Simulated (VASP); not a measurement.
Wanted: the native input for a VASP 6.6.1 run.

```yaml
Task: single point
Functional: pbe exchange, lyp correlation
Potentials_or_basis: VASP PAW PBE potentials, release 64 (Pb_d)
Cutoff: 500 eV
k_mesh: 9 × 9 × 9
Occupations: tetrahedron
Spin: collinear spin, zero start
Starting_moments: "[0.0] μB"
Fixed_moment: 0 μB
Dipole_correction: no
Further_INCAR_settings: ALGO = Normal; EDIFF = 1e-06; NBANDS = 17
```

The structure of Pb lies in POSCAR:

```
Pb
1.0
    0.0000000000      2.4584086270      2.4584086270
    2.4584086270      0.0000000000      2.4584086270
    2.4584086270      2.4584086270      0.0000000000
Pb
1
Direct
    0.0000000000      0.0000000000      0.0000000000
```

The input as run:

INCAR

```
PREC = Accurate ; ENCUT = 500
EDIFF = 1E-6 ; ISMEAR = -5
SIGMA = 0.05 ; LREAL = False
LASPH = True ; NELM = 200
ALGO = Normal ; ISIF = 2
LWAVE = False ; LCHARG = True
ISPIN = 2 ; MAGMOM = 0
LORBIT = 11 ; NUPDOWN = 0.0
GGA = LIBXC ; LIBXC1 = GGA_X_PBE
LIBXC2 = GGA_C_LYP ; LELF = True
LVHAR = True ; NBANDS = 17
GGA_COMPAT = False
```

KPOINTS

```
Automatic mesh
0
Gamma
  9 9 9
```

Potentials or basis: VASP PAW PBE potentials, release 64 (Pb_d).

Run with:

```console
$ cat potpaw_PBE.64/Pb_d/POTCAR > POTCAR
$ mpirun -np 1 vasp_std > vasp.out
```

Results of the run:

```
Pressure                                              : 7.6 GPa
Net moment                                            : 0.00 μB per cell
Valence electrons inside the program's atomic spheres : Pb 11.99
```

Caveat: the cell stands under pressure; the PAW data sets were made with another functional, which shifts forces and pressure a little; the total moment is fixed, so each spin has its own Fermi level.

It took 18 s on 1 thread of Intel(R) Xeon(R) 6975P-C (Granite Rapids), with other jobs on the host, peak memory 0.18 GiB.
